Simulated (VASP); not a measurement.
Set up this calculation in VASP 6.6.1, as the native input.

```
Task                   : single point
Functional             : PBE
Potentials or basis    : VASP PAW PBE potentials, release 64 (Cd)
Cutoff                 : 520 eV
k mesh                 : 15 × 15 × 15
Occupations            : fermi-dirac, width 0.1 eV
Spin                   : no spin polarisation
Dipole correction      : no
Further INCAR settings : ALGO = Normal; EDIFF = 1e-06; NBANDS = 19
```

The structure of Cd lies in POSCAR:

```
Cd
1.0
   -2.6855430258      2.6855430258      1.3742803938
    2.6855430258     -2.6855430258      1.3742803938
    2.6855430258      2.6855430258     -1.3742803938
Cd
2
Direct
   -0.3750000000     -0.1250000000     -0.2500000000
    0.3750000000      0.1250000000      0.2500000000
```

The input as run:

INCAR

```
  ALGO = Normal
  EDIFF = 1E-6
  ENCUT = 520
  GGA = PE
  ISIF = 2
  ISMEAR = -1
  LASPH = T
  LCHARG = F
  LREAL = F
  LWAVE = F
  NBANDS = 19
  NELM = 60
  PREC = Accurate
  SIGMA = 0.1
```

KPOINTS

```
k-points
0
Gamma
  15 15 15
```

Potentials or basis: VASP PAW PBE potentials, release 64 (Cd).

Run with:

```console
$ cat potpaw_PBE.64/Cd/POTCAR > POTCAR
$ mpirun -np 1 vasp_std > vasp.out
```

It gave:

The pressure is 18.7 GPa and the band gap on the k mesh is zero (bands 12 and 13 overlap by 6.33 eV).

Caveat: the cell stands under pressure.

It took 110 s on 1 thread of AMD EPYC 9R45 96-Core Processor (Zen 5), with other jobs on the host, peak memory 0.27 GiB.
